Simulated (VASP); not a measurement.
# CdCuI3: single point with PBE

CdCuI3:

```
Cd Cu I
1.0
     5.37851    0.00000    0.00000
     0.00000    5.37851    0.00000
     0.00000    0.00000    5.37851
Cd Cu I
1 1 3
Cartesian
  0.0000 0.0000 0.0000
  2.6893 2.6893 2.6893
  0.0000 2.6893 2.6893
  2.6893 0.0000 2.6893
  2.6893 2.6893 0.0000
```

* Program: VASP 6.6.1
* Task: single point
* Functional: PBE
* Potentials or basis: VASP PAW PBE potentials, release 64 (Cd, Cu, I)
* Cutoff: 520 eV
* k mesh: 4 × 4 × 4
* Occupations: gaussian, width 0.1 eV
* Spin: collinear spin
* Starting moments: [0.0, 1.0, 0.0, 0.0, 0.0] μB

The pressure is 2.0 GPa. The net moment is -0.06 μB per cell and the valence electrons inside the program's atomic spheres are Cd 10.13; Cu 9.87; I 4.28.

Levels at points of the mesh, in eV from the Fermi level:
Spin up:
| k point | band 18 | band 19 | band 20 | band 21 | band 22 | band 23 | band 24 | band 25 | band 26 | band 27 |
| --- | --- | --- | --- | --- | --- | --- | --- | --- | --- | --- |
| (0.00, 0.00, 0.00) | -1.22 | -1.22 | -1.22 | -0.73 | -0.73 | -0.73 | 1.12 | 5.43 | 5.43 | 5.91 |
| (0.50, 0.00, 0.00) | -1.51 | -1.33 | -1.33 | -0.80 | -0.80 | 0.59 | 2.82 | 4.57 | 4.68 | 4.68 |
| (0.50, 0.50, 0.00) | -2.00 | -1.19 | -1.19 | 0.01 | 0.31 | 0.91 | 3.42 | 4.58 | 4.58 | 5.82 |
| (0.50, 0.50, 0.50) | -1.42 | 0.02 | 0.02 | 0.02 | 0.94 | 0.94 | 4.87 | 4.87 | 4.87 | 6.02 |
Spin down:
```tsv
k point	band 18	band 19	band 20	band 21	band 22	band 23	band 24	band 25	band 26	band 27
(0.00, 0.00, 0.00)	-1.23	-1.23	-1.23	-0.74	-0.74	-0.74	1.11	5.43	5.43	5.90
(0.50, 0.00, 0.00)	-1.53	-1.34	-1.34	-0.81	-0.81	0.58	2.81	4.56	4.67	4.67
(0.50, 0.50, 0.00)	-2.02	-1.20	-1.20	0.01	0.30	0.89	3.41	4.57	4.57	5.82
(0.50, 0.50, 0.50)	-1.43	0.01	0.01	0.01	0.92	0.92	4.86	4.86	4.86	6.01
```

It took 86 s on 1 thread of AMD EPYC 9R45 96-Core Processor (Zen 5), on a shared host, peak memory 0.3 GiB.

Caveat: spin-orbit coupling is left out, which moves the levels of the heavy elements.
